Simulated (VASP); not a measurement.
# SiC (P4/nmm) in VASP: notebook

SiC is run at these levels: PBE; tasks: single point, relaxation of cell and atoms.

All numbers are computed with VASP 6.6.1; they aren't measurements. Logs are shortened: lines on timing, memory, paths and dates and some standing lists are left out, and cuts for length are marked.

## 1. The cell of the first run

Symmetry: P4/nmm, No. 129, tetragonal system. Conventional cell: a = 3.197 Å, b = 3.197 Å, c = 4.450 Å, α = 90.00°, β = 90.00°, γ = 90.00°. Within 2.7 Å of Si (site symmetry 4mm) lie 4 C at 2.01 Å. Within 2.7 Å of C (site symmetry -4m2) lie 4 Si at 2.01 Å and 4 C at 2.26 Å.

## 2. Single point, PBE

INCAR

```
SYSTEM = SiC
PREC     = Accurate       ! precision mode
ENCUT    = 520            ! plane-wave cutoff, eV
EDIFF    = 1E-6           ! SCF threshold, eV
ISMEAR   = 0              ! smearing method
SIGMA    = 0.1            ! smearing width, eV
LREAL    = .FALSE.        ! projectors in reciprocal space
LASPH    = .TRUE.         ! aspherical terms in the spheres
NELM     = 60             ! most SCF steps
ALGO     = Normal         ! electronic algorithm
ISIF     = 2              ! what is computed and relaxed
LWAVE    = .FALSE.        ! write WAVECAR
LCHARG   = .TRUE.         ! write CHGCAR
GGA      = PE             ! functional
LELF     = .TRUE.         ! ELF
LVHAR    = .TRUE.       
NBANDS   = 16             ! bands
```

KPOINTS

```
Automatic mesh
0
G
  14 14 10
  0 0 0
```

POSCAR

```
SiC
1.0
    3.1969666581      0.0000000000      0.0000000000
    0.0000000000      3.1969666581      0.0000000000
    0.0000000000      0.0000000000      4.4503753299
Si C
2 2
Direct
    0.0000000000      0.5000000000      0.2725625823
    0.5000000000      0.0000000000      0.7274374177
    0.0000000000      0.0000000000      0.0000000000
    0.5000000000      0.5000000000      0.0000000000
```

Potentials or basis: VASP PAW PBE potentials, release 64 (Si, C).

Launch:

```console
> cat potpaw_PBE.64/Si/POTCAR potpaw_PBE.64/C/POTCAR > POTCAR
> mpirun -np 1 vasp_std > vasp.out
```

OUTCAR:

```text
SYSTEM = SiC
   PREC = Accurate
   ENCUT = 520
   EDIFF = 1E-6
   ISMEAR = 0
   LREAL = .FALSE.
   LASPH = .TRUE.
   NELM = 60
   ISIF = 2
   GGA = PE

 ion  position               nearest neighbor table
   1  0.000  0.500  0.273-   3 2.01   4 2.01   3 2.01   4 2.01   2 3.03   2 3.03   2 3.03   2 3.03

   2  0.500  0.000  0.727-   3 2.01   4 2.01   4 2.01   3 2.01   1 3.03   1 3.03   1 3.03   1 3.03

   3  0.000  0.000  0.000-   1 2.01   2 2.01   1 2.01   2 2.01
   4  0.500  0.500  0.000-   1 2.01   2 2.01   2 2.01   1 2.01

  LATTYP: Found a simple tetragonal cell.
 ALAT       =     3.1969666581
 C/A-ratio  =     1.3920618530

  Lattice vectors:

 A1 = (   3.1969666581,   0.0000000000,   0.0000000000)
 A2 = (   0.0000000000,   3.1969666581,   0.0000000000)
 A3 = (   0.0000000000,   0.0000000000,   4.4503753299)

Analysis of symmetry for initial positions (statically):
=====================================================================
 Subroutine PRICEL returns:
 Original cell was already a primitive cell.

 Routine SETGRP: Setting up the symmetry group for a
 simple tetragonal supercell.

 Subroutine GETGRP returns: Found 16 space group operations
 (whereof  8 operations were pure point group operations)
 out of a pool of 16 trial point group operations.

The static configuration has the point symmetry D_2d.
 The point group associated with its full space group is D_4h.

Analysis of symmetry for dynamics (positions and initial velocities):
=====================================================================
 Subroutine PRICEL returns:
 Original cell was already a primitive cell.

 Routine SETGRP: Setting up the symmetry group for a
 simple tetragonal supercell.

 Subroutine GETGRP returns: Found 16 space group operations
 (whereof  8 operations were pure point group operations)
 out of a pool of 16 trial point group operations.

The dynamic configuration has the point symmetry D_2d.
 The point group associated with its full space group is D_4h.

 Subroutine INISYM returns: Found 16 space group operations
 (whereof  8 operations are pure point group operations),
 and found     1 'primitive' translations

----------------------------------------------------------------------------------------

                                     Primitive cell

  volume of cell :      45.4855

  direct lattice vectors                    reciprocal lattice vectors
     3.196966658  0.000000000  0.000000000     0.312796506  0.000000000  0.000000000
     0.000000000  3.196966658  0.000000000     0.000000000  0.312796506  0.000000000
     0.000000000  0.000000000  4.450375330     0.000000000  0.000000000  0.224700149

  length of vectors
     3.196966658  3.196966658  4.450375330     0.312796506  0.312796506  0.224700149

  position of ions in fractional coordinates (direct lattice)
     0.000000000  0.500000000  0.272562582
     0.500000000  0.000000000  0.727437418
     0.000000000  0.000000000  0.000000000
     0.500000000  0.500000000  0.000000000

  ion indices of the primitive-cell ions
   primitive index   ion index
                 1           1
                 2           2
                 3           3
                 4           4

----------------------------------------------------------------------------------------

 KPOINTS: Automatic mesh

Automatic generation of k-mesh.
 Grid dimensions read from file:
 generate k-points for:   14   14   10

 Generating k-lattice:

  Cartesian coordinates                     Fractional coordinates (reciprocal lattice)
     0.022342608  0.000000000  0.000000000     0.071428571  0.000000000  0.000000000
     0.000000000  0.022342608  0.000000000     0.000000000  0.071428571  0.000000000
     0.000000000  0.000000000  0.022470015     0.000000000  0.000000000  0.100000000

  Length of vectors
     0.022342608  0.022342608  0.022470015

  Shift w.r.t. Gamma in fractional coordinates (k-lattice)
     0.000000000  0.000000000  0.000000000

 Subroutine IBZKPT returns following result:
 ===========================================

 Found    216 irreducible k-points:

 Following reciprocal coordinates:
            Coordinates               Weight
  0.000000  0.000000  0.000000      1.000000
  0.071429  0.000000  0.000000      4.000000
  0.142857  0.000000  0.000000      4.000000
  0.214286  0.000000  0.000000      4.000000
  0.285714  0.000000  0.000000      4.000000
  0.357143  0.000000  0.000000      4.000000
[... 16 lines left out ...]
  0.285714  0.214286  0.000000      8.000000
  0.357143  0.214286  0.000000      8.000000
 [... further k-points ...]
   k-points           NKPTS =    216   k-points in BZ     NKDIM =    216   number of bands    NBANDS=     16
   number of dos      NEDOS =    301   number of ions     NIONS =      4
   total plane-waves  NPLWV =  20736
   dimension x,y,z NGX =    24 NGY =   24 NGZ =   36
   dimension x,y,z NGXF=    48 NGYF=   48 NGZF=   72
   ions per type =               2   2
   NGX,Y,Z   is equivalent  to a cutoff of  12.48, 12.48, 13.45 a.u.
   NGXF,Y,Z  is equivalent  to a cutoff of  24.96, 24.96, 26.90 a.u.
 SYSTEM =  SiC
   PREC   = accura    normal or accurate (medium, high low for compatibility)
   ISTART =      0    job   : 0-new  1-cont  2-samecut
   ICHARG =      2    charge: 1-file 2-atom 10-const
   ISPIN  =      1    spin polarized calculation?
   LNONCOLLINEAR =      F non collinear calculations
   LSORBIT =      F    spin-orbit coupling
   LASPH  =      T    aspherical Exc in radial PAW
   ENCUT  =  520.0 eV  38.22 Ry    6.18 a.u.   5.94  5.94  8.27*2*pi/ulx,y,z
   NELM   =     60;   NELMIN=  2; NELMDL= -5     # of ELM steps
   EDIFF  = 0.1E-05   stopping-criterion for ELM
   LREAL  =      F    real-space projection
   EDIFFG = 0.1E-04   stopping-criterion for IOM
   NSW    =      0    number of steps for IOM
   IBRION =     -1    ionic relax: 0-MD 1-quasi-New 2-CG
   NFREE  =      0    steps in history (QN), initial steepest desc. (CG)
   ISIF   =      2    stress and relaxation
   ISYM   =      2    0-nonsym 1-usesym 2-fastsym
   POTIM  = 0.5000    time-step for ionic-motion
   TEBEG  =    0.0;   TEEND  =   0.0 temperature during run
   PSTRESS=    0.0 pullay stress
   NELECT =      16.0000    total number of electrons
   NUPDOWN=      -1.0000    fix difference up-down
   EMIN   =  10.00;   EMAX   =-10.00  energy-range for DOS
   EFERMI =   0.00;   METHOD = LEGACY
   ISMEAR =     0;   SIGMA  =   0.10  broadening in eV -4-tet -1-fermi 0-gaus
   EFERMI_NEDOS =   21; number of points for ismear=-14 and -15
   IALGO  =     38    algorithm
   IMIX   =      4    mixing-type and parameters
     AMIX     =   0.40;   BMIX     =  1.00
     AMIX_MAG =   1.60;   BMIX_MAG =  1.00
  volume/ion in A,a.u.               =      11.37        76.74
  Fermi-wavevector in a.u.,A,eV,Ry     =   1.155643  2.183850 18.170742  1.335512
  Thomas-Fermi vector in A             =   2.292270
   LORBIT       =      0    0 simple, 1 ext, 2 COOP (PROOUT), +10 PAW based schemes
   GGA     = PE    functional components
   LHFCALC =     F    Hartree Fock is set to
   AEXX    =    0.0000 exact exchange contribution
   IVDW    =     0    specifies the selected vdW correction
   LEPSILON=     F    determine dielectric tensor
   LRPA    =     F    only Hartree local field effects (RPA)
 non-spin polarized calculation
 Gauss-broadening in eV      SIGMA  =   0.10
  energy-cutoff  :      520.00
  volume of cell :       45.49
 maximum number of plane-waves:      1248
 NGX is ok and might be reduce to    24
   NGX = 11   NGY = 11   NGZ = 17

 number of electron      16.0000001 magnetization

 Free energy of the ion-electron system (eV)
  ---------------------------------------------------
  ext. energy  EPLUGINS =         0.00000000
  ---------------------------------------------------
  free energy    TOTEN  =       -23.83361152 eV

  energy without entropy =      -23.82603146  energy(sigma->0) =      -23.82982149

 E-fermi :   8.0277     XC(G=0): -11.1456

 val. band max:        8.0146312612   @ k =   0.2143   0.0714   0.0000
 cond. band min:       8.0300758191   @ k =   0.3571   0.1429   0.3000
 fundamental gap:      0.0154445579
 Fermi energy:         8.0277297443

 k-point     1 :       0.0000    0.0000    0.0000
  band No.  band energies     occupation
      1      -8.7218      2.00000
      2      -0.6294      2.00000
      3       1.2112      2.00000
      4       1.6579      2.00000
      5       2.4579      2.00000
      6       2.4579      2.00000
[... 8 lines left out ...]
     15      14.9830      0.00000
     16      16.8840      0.00000

 k-point     2 :       0.0714    0.0000    0.0000
  band No.  band energies     occupation
      1      -8.6587      2.00000
      2      -0.5994      2.00000
      3       0.9103      2.00000
      4       1.2776      2.00000
      5       2.5197      2.00000
      6       3.1149      2.00000
[... 8 lines left out ...]
     15      14.9790      0.00000
     16      17.3522      0.00000

 k-point     3 :       0.1429    0.0000    0.0000
  band No.  band energies     occupation
      1      -8.4697      2.00000
      2      -0.7239      2.00000
      3       0.0800      2.00000
      4       1.4762      2.00000
      5       2.7046      2.00000
      6       3.9184      2.00000
[... 8 lines left out ...]
     15      15.0117      0.00000
     16      18.2078      0.00000

 k-point     4 :       0.2143    0.0000    0.0000
  band No.  band energies     occupation
      1      -8.1557      2.00000
      2      -1.6342      2.00000
      3       0.1267      2.00000
      4       1.8054      2.00000
      5       3.0111      2.00000
      6       4.6191      2.00000
[... 8 lines left out ...]
     15      15.1412      0.00000
     16      18.4332      0.00000
[... 324 lines left out ...]
 k-point    22 :       0.2143    0.2143    0.0000
  band No.  band energies     occupation
      1      -7.5928      2.00000
      2      -1.6347      2.00000
      3      -0.4778      2.00000
      4       1.6000      2.00000
      5       2.3940      2.00000
      6       5.6561      2.00000
[... 8 lines left out ...]
     15      17.1304      0.00000
     16      17.5806      0.00000

 k-point    23 :       0.2857    0.2143    0.0000
  band No.  band energies     occupation
      1      -7.1582      2.00000
      2      -2.3739      2.00000
      3      -0.3167      2.00000
      4       1.8248      2.00000
      5       2.8329      2.00000
      6       4.5672      2.00000
[... 8 lines left out ...]
     15      16.2997      0.00000
     16      18.1378      0.00000

 k-point    24 :       0.3571    0.2143    0.0000
  band No.  band energies     occupation
      1      -6.6039      2.00000
      2      -3.3333      2.00000
      3       0.1609      2.00000
      4       2.2444      2.00000
      5       3.1605      2.00000
      6       3.7610      2.00000
[... 8 lines left out ...]
     15      17.7434      0.00000
     16      18.5271      0.00000

 [... further k-points ...]

------------------------ aborting loop because EDIFF is reached ----------------------------------------

  FORCE on cell =-STRESS in cart. coord.  units (eV):
  Direction    XX          YY          ZZ          XY          YZ          ZX
  --------------------------------------------------------------------------------------
  -------------------------------------------------------------------------------------
  Total        0.0024240      0.0024240      0.0048151      0.0000000     -0.0000000      0.0000000
  in kB        0.0853813      0.0853813      0.1696065      0.0000000     -0.0000000      0.0000000
  external PRESSURE =       0.1134564 kB  Pullay stress =       0.0000000 kB

 VOLUME and BASIS-vectors are now :
 -----------------------------------------------------------------------------
  energy-cutoff  :      520.00
  volume of cell :       45.49
      direct lattice vectors                 reciprocal lattice vectors
     3.196966658  0.000000000  0.000000000     0.312796506  0.000000000  0.000000000
     0.000000000  3.196966658  0.000000000     0.000000000  0.312796506  0.000000000
     0.000000000  0.000000000  4.450375330     0.000000000  0.000000000  0.224700149

 POSITION                                       TOTAL-FORCE (eV/Angst)
 -----------------------------------------------------------------------------------
      0.00000      1.59848      1.21301         0.000000      0.000000      0.006816
      1.59848      0.00000      3.23737        -0.000000      0.000000     -0.006816
      0.00000      0.00000      0.00000         0.000000      0.000000      0.000000
      1.59848      1.59848      0.00000         0.000000     -0.000000      0.000000
 -----------------------------------------------------------------------------------
    total drift:                                0.000000     -0.000000     -0.000000

  FREE ENERGIE OF THE ION-ELECTRON SYSTEM (eV)
  ---------------------------------------------------
  free  energy   TOTEN  =       -23.8336115202 eV

  energy  without entropy=      -23.8260314609  energy(sigma->0) =      -23.82982149
```

Wall time 2.7 min (1 thread of Intel Xeon 8259CL, shared host); peak memory 0.25 GiB.

Results:

```
Free energy            : -23.8336 eV
Pressure               : 0.0 GPa
Largest force          : 0.007 eV/Å
Band gap on the k mesh : zero (bands 8 and 9 overlap by 3.75 eV)
```

Forces on the atoms (eV/Å):
```
Si   0.000  0.000  0.007
Si   0.000  0.000 -0.007
C    0.000  0.000  0.000
C    0.000  0.000  0.000
```

Levels at points of the mesh, in eV from the Fermi level:
| k point | band 5 | band 6 | band 7 | band 8 | band 9 | band 10 | band 11 | band 12 |
| --- | --- | --- | --- | --- | --- | --- | --- | --- |
| (0.00, 0.00, 0.00) | -5.57 | -5.57 | -0.33 | 2.24 | 2.24 | 2.58 | 5.24 | 5.28 |
| (0.50, 0.00, 0.00) | -3.47 | -3.47 | -2.66 | -2.66 | -0.87 | -0.87 | 7.57 | 7.57 |
| (0.50, 0.50, 0.00) | -4.10 | -4.10 | -1.13 | -1.13 | 0.43 | 0.43 | 3.23 | 3.23 |
| (0.00, 0.00, 0.50) | -5.44 | -1.87 | -0.86 | 1.30 | 1.53 | 1.53 | 3.45 | 4.20 |
| (0.50, 0.00, 0.50) | -2.55 | -2.55 | -1.00 | -1.00 | 0.47 | 0.47 | 5.41 | 5.41 |
| (0.50, 0.50, 0.50) | -5.43 | -5.43 | -2.84 | -2.84 | 4.00 | 4.00 | 4.92 | 4.92 |

## 3. Relaxation of cell and atoms, PBE

This run uses another cell than the first one, of 10.93 Å³/atom.

INCAR

```
PREC = Accurate
ENCUT = 600
EDIFF = 1E-6
ISMEAR = 0
SIGMA = 0.1
LREAL = F
LASPH = T
NELM = 80
ALGO = Normal
ISIF = 3
LWAVE = F
LCHARG = F
GGA = PE
IBRION = 2
NSW = 100
EDIFFG = -0.01
```

KPOINTS

```
Automatic mesh
0
Gamma
  14 14 10
```

POSCAR

```
SiC
1.0
    3.1344307577      0.0000000000      0.0000000000
    0.0000000000      3.1344307577      0.0000000000
    0.0000000000      0.0000000000      4.4493597590
Si C
2 2
Direct
    0.0000000000      0.5000000000      0.2856531756
    0.5000000000      0.0000000000      0.7143468244
    0.0000000000      0.0000000000      0.0000000000
    0.5000000000      0.5000000000      0.0000000000
```

Potentials or basis: VASP PAW PBE potentials, release 64 (Si, C).

Launch:

```console
> cat potpaw_PBE.64/Si/POTCAR potpaw_PBE.64/C/POTCAR > POTCAR
> mpirun -np 1 vasp_std > vasp.out
```

Run time: 8.4 min. Hardware: 1 thread of Intel Xeon 8259CL, shared host; peak memory 0.27 GiB.

The run converged. Its results:

```
Free energy                           : -23.8338 eV
Relaxed volume                        : 11.18 Å³/atom
Relaxed cell                          : a = 3.168 Å, b = 3.168 Å, c = 4.456 Å, α = 90.00°, β = 90.00°, γ = 90.00°
Space group after relaxing (to 0.1 Å) : P4/nmm (No. 129)
Energy gained by relaxing             : 1.5 meV/atom
Ionic steps                           : 9
Pressure after relaxing               : 0.0 GPa
Largest force after relaxing          : 0.005 eV/Å
Band gap on the k mesh                : zero (bands 8 and 9 overlap by 3.82 eV)
```

Forces in eV/Å, atoms in the order of the input:
```
Si   0.000  0.000 -0.005
Si   0.000  0.000  0.005
C    0.000  0.000  0.000
C    0.000  0.000  0.000
```

Stress tensor (GPa, compression positive):
```
 0.02  0.00  0.00
 0.00  0.02  0.00
 0.00  0.00 -0.09
```

The path:
| step | energy change (eV) | largest force (eV/Å) | pressure (GPa) | volume (Å³) |
| --- | --- | --- | --- | --- |
| 1 | 0.0000 | 0.1951 | 0.24 | 43.71 |
| 2 | -0.0030 | 0.0592 | 0.78 | 43.82 |
| 3 | -0.0037 | 0.0415 | 1.24 | 43.91 |
| 4 | -0.0055 | 0.0034 | 0.45 | 44.27 |
| 5 | -0.0059 | 0.0375 | -0.10 | 44.53 |
| 6 | -0.0059 | 0.0409 | -0.14 | 44.55 |
| 7 | -0.0059 | 0.0436 | -0.19 | 44.57 |
| 8 | -0.0060 | 0.0281 | -0.13 | 44.63 |
| 9 | -0.0061 | 0.0051 | -0.02 | 44.72 |

Final structure:
```cif
data_structure
_symmetry_space_group_name_H-M 'P 1'
_symmetry_Int_Tables_number 1
_cell_length_a 3.1679
_cell_length_b 3.1679
_cell_length_c 4.4561
_cell_angle_alpha 90.000
_cell_angle_beta 90.000
_cell_angle_gamma 90.000
_cell_volume 44.72
loop_
_atom_site_label
_atom_site_type_symbol
_atom_site_fract_x
_atom_site_fract_y
_atom_site_fract_z
_atom_site_occupancy
Si1 Si 0.00000 0.50000 0.27835 1
Si2 Si 0.50000 0.00000 0.72165 1
C1 C 0.00000 0.00000 0.00000 1
C2 C 0.50000 0.50000 0.00000 1
```

Levels at points of the mesh, in eV from the Fermi level:
| k point | band 5 | band 6 | band 7 | band 8 | band 9 | band 10 | band 11 | band 12 |
| --- | --- | --- | --- | --- | --- | --- | --- | --- |
| (0.00, 0.00, 0.00) | -5.58 | -5.58 | -0.36 | 2.40 | 2.40 | 2.67 | 5.09 | 5.09 |
| (0.50, 0.00, 0.00) | -3.76 | -3.76 | -2.61 | -2.61 | -0.77 | -0.77 | 7.52 | 7.52 |
| (0.50, 0.50, 0.00) | -4.23 | -4.23 | -1.25 | -1.25 | 0.11 | 0.11 | 3.03 | 3.03 |
| (0.00, 0.00, 0.50) | -5.45 | -2.18 | -0.91 | 1.26 | 1.58 | 1.58 | 3.58 | 4.20 |
| (0.50, 0.00, 0.50) | -2.50 | -2.50 | -0.93 | -0.93 | 0.34 | 0.34 | 5.23 | 5.23 |
| (0.50, 0.50, 0.50) | -5.61 | -5.61 | -2.99 | -2.99 | 3.70 | 3.70 | 5.11 | 5.11 |
